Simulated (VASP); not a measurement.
# SnC4 (P-3m1) in VASP: a series of runs

SnC4 is run at these levels: PBE; tasks: relaxation of shape and atoms at fixed volume, single point, relaxation of cell and atoms.

All numbers are computed with VASP 6.6.1; they aren't measurements. Logs are shortened: lines on timing, memory, paths and dates and some standing lists are left out, and cuts for length are marked.

## Step 1: The cell of the first run

The structure is trigonal, space group P-3m1 (No. 164). Conventional cell: a = 4.238 Å, b = 4.238 Å, c = 15.264 Å, α = 90.00°, β = 90.00°, γ = 120.00°. Within 3.8 Å of Sn (site symmetry -3m) lie 6 Sn at 2.91 Å. Sn (site symmetry 3m) has 3 Sn at 2.91 Å within 3.8 Å. C (site symmetry 1) has 3 C at 1.41 Å within 1.9 Å.

## Step 2: Relaxation of shape and atoms at fixed volume, PBE (15.83 Å³/atom)

Contents of INCAR:

```
  PREC = Accurate
  ENCUT = 600
  EDIFF = 1E-7
  ISMEAR = 0
  SIGMA = 0.1
  LREAL = F
  LASPH = T
  NELM = 120
  ALGO = Normal
  ISIF = 4
  LWAVE = F
  LCHARG = F
  GGA = PE
  IBRION = 2
  NSW = 50
  EDIFFG = -0.01
  GGA_COMPAT = F
  NELMIN = 4
```

Contents of KPOINTS:

```
Automatic mesh
0
Gamma
  12 12 2
```

Contents of POSCAR:

```
SnC4
1.0
    4.2376759361      0.0000000000      0.0000000000
   -2.1188379680      3.6699350137      0.0000000000
    0.0000000000      0.0000000000     15.2643727289
Sn C
3 12
Direct
    0.0000000000      0.0000000000      0.5000000000
    0.6666666667      0.3333333333      0.6029558036
    0.3333333333      0.6666666667      0.3970441964
   -0.0000073244      0.3333386892      0.1392629741
    0.3333460137      0.3333386892      0.1392629741
    0.3333460137      1.0000073244      0.1392629741
    0.6666613108      1.0000073244      0.1392629741
    0.6666613108      0.6666539863      0.1392629741
   -0.0000073244      0.6666539863      0.1392629741
    0.3333386892      0.3333460137      0.8607370259
    0.3333386892     -0.0000073244      0.8607370259
    1.0000073244      0.3333460137      0.8607370259
    0.6666539863     -0.0000073244      0.8607370259
    0.6666539863      0.6666613108      0.8607370259
    1.0000073244      0.6666613108      0.8607370259
```

Potentials or basis: VASP PAW PBE potentials, release 64 (Sn_d, C).

The run is started by

```
$ cat potpaw_PBE.64/Sn_d/POTCAR potpaw_PBE.64/C/POTCAR > POTCAR
$ mpirun -np 1 vasp_std > vasp.out
```

OUTCAR:

```text
PREC = Accurate
   ENCUT = 600
   EDIFF = 1E-7
   ISMEAR = 0
   LREAL = F
   LASPH = T
   NELM = 120
   ISIF = 4
   GGA = PE
   IBRION = 2
   NSW = 50
   EDIFFG = -0.01
   NELMIN = 4

 ion  position               nearest neighbor table
   1  0.000  0.000  0.500-   2 2.91   3 2.91   2 2.91   3 2.91   2 2.91   3 2.91
   2  0.667  0.333  0.603-   1 2.91   1 2.91   1 2.91
   3  0.333  0.667  0.397-   1 2.91   1 2.91   1 2.91
   4  1.000  0.333  0.139-   9 1.41   7 1.41   5 1.41
   5  0.333  0.333  0.139-   8 1.41   6 1.41   4 1.41
   6  0.333  0.000  0.139-   7 1.41   5 1.41   9 1.41
   7  0.667  0.000  0.139-   6 1.41   4 1.41   8 1.41
   8  0.667  0.667  0.139-   5 1.41   9 1.41   7 1.41
   9  1.000  0.667  0.139-   4 1.41   8 1.41   6 1.41
  10  0.333  0.333  0.861-  14 1.41  12 1.41  11 1.41
  11  0.333  1.000  0.861-  13 1.41  15 1.41  10 1.41
  12  0.000  0.333  0.861-  15 1.41  10 1.41  13 1.41
  13  0.667  1.000  0.861-  11 1.41  14 1.41  12 1.41
  14  0.667  0.667  0.861-  10 1.41  13 1.41  15 1.41
  15  0.000  0.667  0.861-  12 1.41  11 1.41  14 1.41

  LATTYP: Found a hexagonal cell.
 ALAT       =     4.2376759361
 C/A-ratio  =     3.6020623000

  Lattice vectors:

 A1 = (   4.2376759361,   0.0000000000,   0.0000000000)
 A2 = (  -2.1188379680,   3.6699350137,   0.0000000000)
 A3 = (   0.0000000000,   0.0000000000,  15.2643727289)

Analysis of symmetry for initial positions (statically):
=====================================================================
 Subroutine PRICEL returns:
 Original cell was already a primitive cell.

 Routine SETGRP: Setting up the symmetry group for a
 hexagonal supercell.

 Subroutine GETGRP returns: Found 12 space group operations
 (whereof 12 operations were pure point group operations)
 out of a pool of 24 trial point group operations.

The static configuration has the point symmetry D_3d.

Analysis of symmetry for dynamics (positions and initial velocities):
=====================================================================
 Subroutine PRICEL returns:
 Original cell was already a primitive cell.

 Routine SETGRP: Setting up the symmetry group for a
 hexagonal supercell.

 Subroutine GETGRP returns: Found 12 space group operations
 (whereof 12 operations were pure point group operations)
 out of a pool of 24 trial point group operations.

The dynamic configuration has the point symmetry D_3d.

 Subroutine INISYM returns: Found 12 space group operations
 (whereof 12 operations are pure point group operations),
 and found     1 'primitive' translations

----------------------------------------------------------------------------------------

                                     Primitive cell

  volume of cell :     237.3915

  direct lattice vectors                    reciprocal lattice vectors
     4.237675936  0.000000000  0.000000000     0.235978403  0.136242195  0.000000000
    -2.118837968  3.669935014  0.000000000     0.000000000  0.272484389  0.000000000
     0.000000000  0.000000000 15.264372729     0.000000000  0.000000000  0.065512027

  length of vectors
     4.237675936  4.237675936 15.264372729     0.272484389  0.272484389  0.065512027

  position of ions in fractional coordinates (direct lattice)
     0.000000000  0.000000000  0.500000000
     0.666666667  0.333333333  0.602955804
     0.333333333  0.666666667  0.397044196
     0.999992676  0.333338689  0.139262974
     0.333346014  0.333338689  0.139262974
     0.333346014  0.000007324  0.139262974
     0.666661311  0.000007324  0.139262974
     0.666661311  0.666653986  0.139262974
     0.999992676  0.666653986  0.139262974
     0.333338689  0.333346014  0.860737026
     0.333338689  0.999992676  0.860737026
     0.000007324  0.333346014  0.860737026
     0.666653986  0.999992676  0.860737026
     0.666653986  0.666661311  0.860737026
     0.000007324  0.666661311  0.860737026

  ion indices of the primitive-cell ions
   primitive index   ion index
                 1           1
                 2           2
                 3           3
                 4           4
                 5           5
                 6           6
                 7           7
                 8           8
                 9           9
                10          10
                11          11
                12          12
                13          13
                14          14
                15          15

----------------------------------------------------------------------------------------

 KPOINTS: Automatic mesh

Automatic generation of k-mesh.
 Grid dimensions read from file:
 generate k-points for:   12   12    2

 Generating k-lattice:

  Cartesian coordinates                     Fractional coordinates (reciprocal lattice)
     0.019664867  0.011353516  0.000000000     0.083333333  0.000000000  0.000000000
     0.000000000  0.022707032  0.000000000     0.000000000  0.083333333  0.000000000
     0.000000000  0.000000000  0.032756014     0.000000000  0.000000000  0.500000000

  Length of vectors
     0.022707032  0.022707032  0.032756014

  Shift w.r.t. Gamma in fractional coordinates (k-lattice)
     0.000000000  0.000000000  0.000000000

 Subroutine IBZKPT returns following result:
 ===========================================

 Found     38 irreducible k-points:

 Following reciprocal coordinates:
            Coordinates               Weight
  0.000000  0.000000  0.000000      1.000000
  0.083333  0.000000  0.000000      6.000000
  0.166667 -0.000000  0.000000      6.000000
  0.250000 -0.000000  0.000000      6.000000
  0.333333  0.000000  0.000000      6.000000
  0.416667  0.000000  0.000000      6.000000
[... 16 lines left out ...]
  0.250000 -0.000000  0.500000      6.000000
  0.333333  0.000000  0.500000      6.000000
 [... further k-points ...]
   k-points           NKPTS =     38   k-points in BZ     NKDIM =     38   number of bands    NBANDS=     54
   number of dos      NEDOS =    301   number of ions     NIONS =     15
   total plane-waves  NPLWV = 163296
   dimension x,y,z NGX =    36 NGY =   36 NGZ =  126
   dimension x,y,z NGXF=    72 NGYF=   72 NGZF=  252
   ions per type =               3  12
   NGX,Y,Z   is equivalent  to a cutoff of  14.12, 14.12, 13.72 a.u.
   NGXF,Y,Z  is equivalent  to a cutoff of  28.25, 28.25, 27.45 a.u.
 SYSTEM =  unknown system
   PREC   = accura    normal or accurate (medium, high low for compatibility)
   ISTART =      0    job   : 0-new  1-cont  2-samecut
   ICHARG =      2    charge: 1-file 2-atom 10-const
   ISPIN  =      1    spin polarized calculation?
   LNONCOLLINEAR =      F non collinear calculations
   LSORBIT =      F    spin-orbit coupling
   LASPH  =      T    aspherical Exc in radial PAW
   ENCUT  =  600.0 eV  44.10 Ry    6.64 a.u.   8.46  8.46 30.49*2*pi/ulx,y,z
   NELM   =    120;   NELMIN=  4; NELMDL= -5     # of ELM steps
   EDIFF  = 0.1E-06   stopping-criterion for ELM
   LREAL  =      F    real-space projection
   EDIFFG = -.1E-01   stopping-criterion for IOM
   NSW    =     50    number of steps for IOM
   IBRION =      2    ionic relax: 0-MD 1-quasi-New 2-CG
   NFREE  =      1    steps in history (QN), initial steepest desc. (CG)
   ISIF   =      4    stress and relaxation
   ISYM   =      2    0-nonsym 1-usesym 2-fastsym
   POTIM  = 0.5000    time-step for ionic-motion
   TEBEG  =    0.0;   TEEND  =   0.0 temperature during run
   PSTRESS=    0.0 pullay stress
   NELECT =      90.0000    total number of electrons
   NUPDOWN=      -1.0000    fix difference up-down
   EMIN   =  10.00;   EMAX   =-10.00  energy-range for DOS
   EFERMI =   0.00;   METHOD = LEGACY
   ISMEAR =     0;   SIGMA  =   0.10  broadening in eV -4-tet -1-fermi 0-gaus
   EFERMI_NEDOS =   21; number of points for ismear=-14 and -15
   IALGO  =     38    algorithm
   IMIX   =      4    mixing-type and parameters
     AMIX     =   0.40;   BMIX     =  1.00
     AMIX_MAG =   1.60;   BMIX_MAG =  1.00
  volume/ion in A,a.u.               =      15.83       106.80
  Fermi-wavevector in a.u.,A,eV,Ry     =   1.184861  2.239062 19.101151  1.403895
  Thomas-Fermi vector in A             =   2.321066
   LORBIT       =      0    0 simple, 1 ext, 2 COOP (PROOUT), +10 PAW based schemes
   GGA     = PE    functional components
   LHFCALC =     F    Hartree Fock is set to
   AEXX    =    0.0000 exact exchange contribution
   IVDW    =     0    specifies the selected vdW correction
   LEPSILON=     F    determine dielectric tensor
   LRPA    =     F    only Hartree local field effects (RPA)
 conjugate gradient relaxation of ions
 non-spin polarized calculation
 Gauss-broadening in eV      SIGMA  =   0.10
  energy-cutoff  :      600.00
  volume of cell :      237.39
 maximum number of plane-waves:      8016
 NGX is ok and might be reduce to    36
   NGX = 17   NGY = 17   NGZ = 61

--------------------------------------- Ionic step        1  -------------------------------------------

 number of electron      89.9999998 magnetization

 Free energy of the ion-electron system (eV)
  ---------------------------------------------------
  ext. energy  EPLUGINS =         0.00000000
  ---------------------------------------------------
  free energy    TOTEN  =      -120.97691301 eV

  energy without entropy =     -120.96875213  energy(sigma->0) =     -120.97283257

------------------------ aborting loop because EDIFF is reached ----------------------------------------

  FORCE on cell =-STRESS in cart. coord.  units (eV):
  Direction    XX          YY          ZZ          XY          YZ          ZX
  --------------------------------------------------------------------------------------
  -------------------------------------------------------------------------------------
  Total        9.9895930      9.9895930      0.7746509      0.0000000      0.0000000     -0.0000000
  in kB       67.4207062     67.4207062      5.2281923      0.0000000      0.0000000     -0.0000000
  external PRESSURE =      46.6898682 kB  Pullay stress =       0.0000000 kB
[... 328 lines left out ...]
  energy  without entropy=     -121.0753043272  energy(sigma->0) =     -121.07967206

--------------------------------------- Ionic step        8  -------------------------------------------

 number of electron      90.0000007 magnetization

 Free energy of the ion-electron system (eV)
  ---------------------------------------------------
  ext. energy  EPLUGINS =         0.00000000
  ---------------------------------------------------
  free energy    TOTEN  =      -121.08538748 eV

  energy without entropy =     -121.07673258  energy(sigma->0) =     -121.08106003

 E-fermi :   4.4471     XC(G=0):  -8.8646

 val. band max:        4.3940462892   @ k =   0.2500   0.2500   0.5000
 cond. band min:       4.4909841473   @ k =   0.2500   0.1667   0.0000
 fundamental gap:      0.0969378582
 Fermi energy:         4.4470557883

 k-point     1 :       0.0000    0.0000    0.0000
  band No.  band energies     occupation
      1     -17.5631      2.00000
      2     -17.5631      2.00000
      3     -17.4500      2.00000
      4     -17.4358      2.00000
      5     -17.4358      2.00000
      6     -17.4260      2.00000
[... 1357 lines left out ...]
     53       8.2304      0.00000
     54       8.3674      0.00000

 [... further k-points ...]

------------------------ aborting loop because EDIFF is reached ----------------------------------------

  FORCE on cell =-STRESS in cart. coord.  units (eV):
  Direction    XX          YY          ZZ          XY          YZ          ZX
  --------------------------------------------------------------------------------------
  -------------------------------------------------------------------------------------
  Total        0.2894930      0.2894930      0.2541424      0.0000000     -0.0000000      0.0000000
  in kB        1.9538156      1.9538156      1.7152313      0.0000000     -0.0000000      0.0000000
  external PRESSURE =       1.8742875 kB  Pullay stress =       0.0000000 kB
[... 30 lines left out ...]
  FREE ENERGIE OF THE ION-ELECTRON SYSTEM (eV)
  ---------------------------------------------------
  free  energy   TOTEN  =      -121.0853874791 eV

  energy  without entropy=     -121.0767325809  energy(sigma->0) =     -121.08106003

 reached required accuracy - stopping structural energy minimisation
```

Run time: 86 min. Hardware: 1 thread of AMD EPYC 7R13, shared host; peak memory 0.67 GiB.

Results:

```
Free energy               : -121.0854 eV
Energy gained by relaxing : 7.2 meV/atom
Ionic steps               : 8
Pressure after relaxing   : 0.2 GPa
Band gap on the k mesh    : zero (bands 45 and 46 overlap by 0.62 eV)
```

The path:
| step | energy change (eV) | largest force (eV/Å) | pressure (GPa) | volume (Å³) |
| --- | --- | --- | --- | --- |
| 1 | 0.0000 | 0.2265 | 4.67 | 237.39 |
| 2 | -0.1025 | 0.1685 | 0.81 | 237.39 |
| 3 | -0.1035 | 0.1655 | 0.41 | 237.39 |
| 4 | -0.1058 | 0.1179 | 0.35 | 237.39 |
| 5 | -0.1084 | 0.0297 | 0.18 | 237.39 |
| 6 | -0.1084 | 0.0279 | 0.19 | 237.39 |
| 7 | -0.1071 | 0.1286 | 0.15 | 237.39 |
| 8 | -0.1085 | 0.0011 | 0.19 | 237.39 |

Final structure:
```xyz
15
Lattice="4.2838 0.0000 0.0000 -2.1419 3.7099 0.0000 0.0000 0.0000 14.9377" Properties=species:S:1:pos:R:3 pbc="T T T"
Sn    0.0000    0.0000    7.4688
Sn    2.1419    1.2366    9.0504
Sn    0.0000    2.4732    5.8873
C     3.5697    1.2366    2.0802
C     0.7140    1.2366    2.0802
C     1.4280    0.0001    2.0802
C     2.8558    0.0001    2.0802
C     1.4279    2.4732    2.0802
C     2.8558    2.4732    2.0802
C     0.7139    1.2367   12.8575
C    -0.7139    3.7098   12.8575
C    -0.7139    1.2367   12.8575
C     0.7139    3.7098   12.8575
C     1.4279    2.4732   12.8575
C    -1.4279    2.4732   12.8575
```

Caveat: semilocal functionals underestimate gaps, so a narrow gap can read as zero; spin-orbit coupling is left out, which moves the levels of the heavy elements; this functional lacks dispersion, which binds the layers, so the pressure and a relaxed spacing across them are unreliable.

(Continued in part 2 of 3.)
